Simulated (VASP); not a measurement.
Runs of VASP 6.6.1 on Ti. The structure is that of space group P6/mmm (No. 191), or close to it. The cells are those of the table. This isn't the form of Ti at room conditions, which is hcp.

| cell | further INCAR settings | gap on the mesh (eV) | pressure (GPa) |
| --- | --- | --- | --- |
| a = 4.716, b = 4.716, c = 2.832 Å, angles 90.0, 90.0, 120.0°, 3 atoms | ALGO = Fast; EDIFF = 1e-06; NBANDS = 25 | none | (b) |
| a = 4.900, b = 4.900, c = 3.058 Å, angles 90.0, 90.0, 120.0°, 3 atoms | ALGO = Fast; EDIFF = 1e-07; NBANDS = 25 | none | -16.0 |
| a = 4.671, b = 4.671, c = 3.172 Å, angles 90.0, 90.0, 120.0°, 3 atoms | ALGO = Fast; EDIFF = 1e-06; NBANDS = 25 | none | -12.5 |
| a = 4.686, b = 4.686, c = 3.058 Å, angles 90.0, 90.0, 120.0°, 3 atoms | ALGO = Fast; EDIFF = 1e-06; NBANDS = 25 | none | -11.0 |
| a = 4.793, b = 4.793, c = 3.172 Å, angles 90.0, 90.0, 120.0°, 3 atoms | ALGO = Fast; EDIFF = 1e-06; NBANDS = 25 | none | (a) |

Alike in all rows: task single point; level PBE; potentials or basis VASP PAW PBE potentials, release 64 (Ti_sv); no spin polarisation; k mesh 12 × 12 × 14; cutoff (eV) 520; smearing gaussian 0.15 eV.

Fill in the values left out.

(a) -15.3; (b) -6.0.

Caveats: the cell stands under tension.

A gap of «none» marks levels without a gap at the run's occupations.
